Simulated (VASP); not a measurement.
Crystal: SnH2.

```
Sn H
1.0
     3.13430   -0.01396   -0.03760
    -1.57924    2.73270    0.04539
    -0.19984    0.16321   16.75125
Sn H
2 4
Direct
  0.00888 0.99808 0.99979
  0.98284 0.00099 0.49790
  0.01117 0.02686 0.22893
  0.99101 0.00064 0.72547
  0.99130 0.97706 0.27000
  0.01480 0.99637 0.77791
```

```yaml
Program: VASP 6.6.1
Task: relaxation of cell and atoms
Functional: PBE
Potentials_or_basis: VASP PAW PBE potentials, release 64 (Sn_d, H)
Cutoff: 600 eV
k_mesh: 6 × 6 × 2
Occupations: gaussian, width 0.2 eV
Spin: no spin polarisation
```

At the start: pressure -0.3 GPa; volume 23.85 Å³/atom.

Task: Where does the relaxation end?

Result: Over 18 steps the energy falls by 48.7 meV/atom and the volume is 23.99 Å³/atom (+0.6 %); space group P1 (No. 1, to 0.1 Å) before and after.

Step by step:
| step | energy change (eV) | largest force (eV/Å) | pressure (GPa) | volume (Å³) |
| --- | --- | --- | --- | --- |
| 1 | 0.0000 | 3.0089 | -0.31 | 143.07 |
| 2 | 0.6998 | 10.5520 | 1.30 | 142.10 |
| 3 | -0.2621 | 0.8542 | -0.25 | 142.68 |
| 4 | -0.2626 | 0.7529 | -0.26 | 142.69 |
| 5 | -0.2101 | 1.9926 | 0.95 | 141.93 |
| 6 | -0.2759 | 0.1799 | 0.09 | 142.45 |
| 7 | -0.2771 | 0.3108 | 0.09 | 142.64 |
| 8 | -0.2779 | 0.1263 | 0.08 | 142.57 |
| 9 | -0.2818 | 0.1408 | 0.03 | 142.84 |
| 10 | -0.2877 | 0.2772 | -0.06 | 143.34 |
| 11 | -0.2864 | 0.5389 | -0.14 | 144.30 |
| 12 | -0.2894 | 0.3928 | -0.07 | 143.77 |
| 13 | -0.2914 | 0.2090 | -0.03 | 143.88 |
| 14 | -0.2919 | 0.0472 | 0.00 | 143.98 |
| 15 | -0.2920 | 0.0352 | 0.00 | 143.97 |
| 16 | -0.2921 | 0.0260 | -0.01 | 143.94 |
| 17 | -0.2921 | 0.0362 | 0.02 | 143.93 |
| 18 | -0.2922 | 0.0113 | -0.02 | 143.94 |

Final structure:
```yaml
crystal:
  lattice:
    - [3.12927, -0.08335, -0.03983]
    - [-1.63706, 2.80991, 0.04561]
    - [-0.21631, 0.16576, 16.63160]
  atoms:
    - { symbol: Sn, position: [0.00887, 0.99804, 0.99980] }
    - { symbol: Sn, position: [0.98287, 0.00101, 0.49796] }
    - { symbol: H, position: [0.01249, 0.02990, 0.22730] }
    - { symbol: H, position: [0.99225, 0.00026, 0.72917] }
    - { symbol: H, position: [0.98998, 0.97402, 0.27162] }
    - { symbol: H, position: [0.01355, 0.99676, 0.77416] }
```

Caveat: the k points lie up to 0.38 Å⁻¹ apart in the final cell, too coarse for converged energies and pressures of a metal.
